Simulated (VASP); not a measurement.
Here is a VASP 6.6.1 calculation.

File INCAR:

```
SYSTEM = ScAl4As
PREC = Accurate
ENCUT = 520
EDIFF = 1E-6
ISMEAR = 0
SIGMA = 0.1
LREAL = .False.
LASPH = .True.
NELM = 100
ALGO = Fast
ISIF = 2
LWAVE = .False.
LCHARG = .False.
GGA = PE
NBANDS = 23
```

File KPOINTS:

```
Automatic mesh
0
Gamma
  4 4 4
  0 0 0
```

Contents of POSCAR:

```
ScAl4As
1.0
    4.9933741400      0.0000000000      0.0000000000
    0.0000000000      4.9933741400      0.0000000000
    0.0000000000      0.0000000000      4.4837063400
Sc Al As
1 4 1
Direct
    0.0000000000      0.0000000000      0.5000000000
    0.7773300600      0.5000000000      0.5000000000
    0.2226699400      0.5000000000      0.5000000000
    0.5000000000      0.7773300600      0.5000000000
    0.5000000000      0.2226699400      0.5000000000
    0.5000000000      0.5000000000      0.0000000000
```

Potentials or basis: VASP PAW PBE potentials, release 64 (Sc_sv, Al, As).

The run is started by

```bash
$ cat potpaw_PBE.64/Sc_sv/POTCAR potpaw_PBE.64/Al/POTCAR potpaw_PBE.64/As/POTCAR > POTCAR
$ mpirun -np 1 vasp_std > vasp.out
```

(1) Estimate the band gap on the k mesh.

(2) Estimate the largest force.

## Answers

(1) zero (bands 14 and 15 overlap by 1.03 eV).

(2) 8.935 eV/Å.

Caveat: forces of over 1 eV/Å act on the atoms, so gaps and moduli don't describe the material at rest.
